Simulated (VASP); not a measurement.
A run of VASP 6.6.1 is set up as follows.

The input INCAR:

```
PREC     = Accurate       # precision mode
ENCUT    = 600            # plane-wave cutoff, eV
EDIFF    = 1E-6           # SCF threshold, eV
ISMEAR   = 0              # smearing method
SIGMA    = 0.1            # smearing width, eV
LREAL    = False          # projectors in reciprocal space
LASPH    = True           # aspherical terms in the spheres
NELM     = 150            # most SCF steps
ALGO     = Fast           # electronic algorithm
ISIF     = 3              # what is computed and relaxed
LWAVE    = False          # write WAVECAR
LCHARG   = False          # write CHGCAR
ISPIN    = 2              # spin polarisation
MAGMOM   = 0 1 1          # initial moments
LORBIT   = 11             # projections on sites
GGA      = PE             # functional
IVDW     = 12             # dispersion correction
IBRION   = 2              # ionic algorithm
NSW      = 90             # ionic steps
EDIFFG   = -0.04          # ionic threshold
```

Contents of KPOINTS:

```
regular mesh
0
Gamma
  6 6 8
```

POSCAR

```
PF2
1.0
    4.9850734600      0.0000000000      0.0000000000
   -2.4925367300      4.3172002600      0.0000000000
    0.0000000000      0.0000000000      2.3123005600
P F
1 2
Direct
    0.0000000000      0.0000000000      0.5000000000
    0.3333333300      0.6666666700      0.5000000000
    0.6666666700      0.3333333300      0.5000000000
```

Potentials or basis: VASP PAW PBE potentials, release 64 (P, F).

Launch:

```sh
$ cat potpaw_PBE.64/P/POTCAR potpaw_PBE.64/F/POTCAR > POTCAR
$ mpirun -np 1 vasp_std > vasp.out
```

**Question.** What does it give for the space group after relaxing (to 0.1 Å)?

**Answer.** P6/mmm (No. 191).

**Question.** Predict the relaxed volume.

**Answer.** 11.26 Å³/atom.

**Question.** Estimate the dispersion energy per atom.

**Answer.** -0.153 eV.

Stress tensor (GPa, compression positive):
```
 0.27  0.00  0.00
 0.00  0.27  0.00
 0.00  0.00 -0.15
```

Caveat: the volume moved by over 15 % at a fixed basis, so the end points are rough.
